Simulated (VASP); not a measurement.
**BiCCl: single point with PBE**

The system is BiCCl.

```
Bi C Cl
1.0
     4.47635    0.00000    0.00000
    -2.23818    3.87664    0.00000
     0.00000    0.00000    8.03651
Bi C Cl
2 2 2
Direct
  0.66667 0.33333 0.25000
  0.33333 0.66667 0.75000
  0.00000 0.00000 0.50000
  0.00000 0.00000 0.00000
  0.33333 0.66667 0.25000
  0.66667 0.33333 0.75000
```

The cell was generated, and may not be a known phase.

```yaml
Program: VASP 6.6.1
Task: single point
Functional: PBE
Potentials_or_basis: VASP PAW PBE potentials, release 64 (Bi_d, C, Cl)
Cutoff: 520 eV
k_mesh: 6 × 6 × 2
Occupations: gaussian, width 0.1 eV
Spin: no spin polarisation
```

| Item | Value |
| --- | --- |
| Pressure | 3.2 GPa |
| Band gap on the k mesh | zero (bands 26 and 27 overlap by 0.19 eV) |

Stress tensor (GPa, compression positive):
```
 9.15  0.00  0.00
 0.00  9.15  0.00
 0.00  0.00 -8.66
```

Levels at points of the mesh, in eV from the Fermi level:
| k point | band 23 | band 24 | band 25 | band 26 | band 27 | band 28 | band 29 | band 30 |
| --- | --- | --- | --- | --- | --- | --- | --- | --- |
| (0.00, 0.00, 0.00) | -0.87 | -0.87 | -0.03 | 0.00 | 0.21 | 0.21 | 1.16 | 1.16 |
| (0.50, 0.00, 0.00) | -1.25 | -0.40 | -0.10 | -0.01 | 0.08 | 0.26 | 0.50 | 2.39 |
| (0.00, 0.00, 0.50) | -0.51 | -0.51 | -0.51 | -0.51 | 0.08 | 0.08 | 1.75 | 1.75 |
| (0.50, 0.00, 0.50) | -1.29 | -1.29 | -0.10 | -0.10 | 0.09 | 0.09 | 2.04 | 2.04 |

Run time: 54 s on 1 thread of Oxide Virtual Turin-like Processor, on a shared host, peak memory 0.25 GiB.

Caveat: the k points lie up to 0.39 Å⁻¹ apart; spin-orbit coupling is left out, which moves the levels of the heavy elements.
